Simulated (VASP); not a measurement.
Wanted: the native input for a VASP 6.6.1 run.

| Item | Value |
| --- | --- |
| Task | relaxation of cell and atoms |
| Functional | LDA |
| Potentials or basis | VASP PAW LDA potentials, release 64 (Si, Ge_d) |
| Cutoff | 600 eV |
| k mesh | 12 × 12 × 6 |
| Occupations | gaussian, width 0.01 eV |
| Spin | no spin polarisation |
| Target pressure | 18 GPa |
| Dipole correction | no |
| Further INCAR settings | ALGO = Normal; EDIFF = 1e-07; IBRION = 2; EDIFFG = -0.001; NSW = 80; ISIF = 3 |

The structure of SiGe lies in POSCAR:

```
SiGe
1.0
    3.7783651693      0.0000000000      0.0000000000
   -1.8891825846      3.2721602214      0.0000000000
    0.0000000000      0.0000000000      6.2532114744
Si Ge
2 2
Direct
    0.6666666667      0.3333333333      0.8742072789
    0.3333333333      0.6666666667      0.3742072789
    0.6666666667      0.3333333333      0.5007917211
    0.3333333333      0.6666666667      0.0007917211
```

One way to write it, as run:

INCAR

```
SYSTEM = SiGe
ALGO = Normal
EDIFF = 1E-7
EDIFFG = -0.001
ENCUT = 600
GGA = CA
IBRION = 2
ISIF = 3
ISMEAR = 0
LASPH = .True.
LCHARG = .False.
LREAL = .False.
LWAVE = .False.
NELM = 80
NSW = 80
PREC = Accurate
PSTRESS = 180.0
SIGMA = 0.01
```

KPOINTS

```
k-points
0
Gamma
  12 12 6
  0 0 0
```

Potentials or basis: VASP PAW LDA potentials, release 64 (Si, Ge_d).

Command:

```console
$ cat potpaw_LDA.64/Si/POTCAR potpaw_LDA.64/Ge_d/POTCAR > POTCAR
$ mpirun -np 1 vasp_std > vasp.out
```

Results of the run:

```json
{
 "Relaxed volume": "17.84 Å³/atom",
 "Relaxed cell": "a = 3.675 Å, b = 3.675 Å, c = 6.099 Å, α = 90.00°, β = 90.00°, γ = 120.00°",
 "Space group after relaxing (to 0.05 Å)": "P6_3mc (No. 186)",
 "Energy change on relaxing (the enthalpy is what falls)": "+113.6 meV/atom",
 "Ionic steps": "13",
 "Pressure after relaxing": "18.0 GPa",
 "Band gap on the k mesh": "0.03 eV, indirect (least direct gap 0.92 eV)"
}
```

Caveat: the cell is relaxed towards a set pressure, so the enthalpy falls and the energy may rise.

Wall time 14 min on 1 thread of Intel(R) Xeon(R) Platinum 8259CL CPU @ 2.50GHz (Skylake/Cascade Lake), with other jobs on the host, peak memory 0.27 GiB.
